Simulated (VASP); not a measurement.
Wanted: the native input for a VASP 6.6.1 run.

* Task: single point
* Functional: LDA
* Potentials or basis: VASP PAW LDA potentials, release 64 (Hf_pv, O)
* Cutoff: 520 eV
* k mesh: 2 × 2 × 2
* Occupations: fermi-dirac, width 0.24 eV
* Spin: no spin polarisation
* Dipole correction: no
* Further INCAR settings: ALGO = Normal; EDIFF = 1e-06; NBANDS = 56

The structure of HfO2 lies in POSCAR:

```
HfO2
1.0
    5.2801130000      0.0000000000      0.0000000000
    0.0000000000      5.2801130000      0.0000000000
    0.0000000000      0.0000000000      5.2801130000
Hf O
4 8
Direct
   -0.0017045090      0.0343174474      0.0592411564
    0.4957280270      0.5045157178     -0.0286546898
    0.5153298803      0.0038635537      0.4454071343
   -0.0270827537      0.4553879813      0.5453292382
    0.2531385218      0.2435364546      0.2835355986
    0.8382775141      0.7220489410      0.8145469614
    0.7766311062      0.8074637797      0.3144629670
    0.1560951442      0.2803538485      0.8163272263
    0.7648510553      0.1864922209      0.7149846982
    0.3420191954      0.8317435631      0.0625744184
    0.3159970251      0.6356303359      0.5386627142
    0.7507415088      0.3140841872      0.2170029316
```

One way to write it, as run:

INCAR

```
SYSTEM = HfO2
  ALGO = Normal
  EDIFF = 1E-6
  ENCUT = 520
  GGA = CA
  ISIF = 2
  ISMEAR = -1
  LASPH = .True.
  LCHARG = .True.
  LELF = .True.
  LREAL = .False.
  LVHAR = .True.
  LWAVE = .False.
  NBANDS = 56
  NELM = 60
  PREC = Accurate
  SIGMA = 0.24
```

KPOINTS

```
k-points
0
Gamma
  2 2 2
  0 0 0
```

Potentials or basis: VASP PAW LDA potentials, release 64 (Hf_pv, O).

Launch:

```sh
$ cat potpaw_LDA.64/Hf_pv/POTCAR potpaw_LDA.64/O/POTCAR > POTCAR
$ mpirun -np 1 vasp_std > vasp.out
```

It gave:

The pressure is -15.6 GPa, the largest force is 4.390 eV/Å and the band gap on the k mesh is 3.22 eV, indirect (least direct gap 3.36 eV).

Caveat: the k points lie up to 0.59 Å⁻¹ apart; spin-orbit coupling is left out, which moves the levels of the heavy elements; forces of over 1 eV/Å act on the atoms, so gaps and moduli don't describe the material at rest.

Run time: 74 s on 1 thread of Intel Xeon 6975P-C (shared host), peak memory 0.22 GiB.
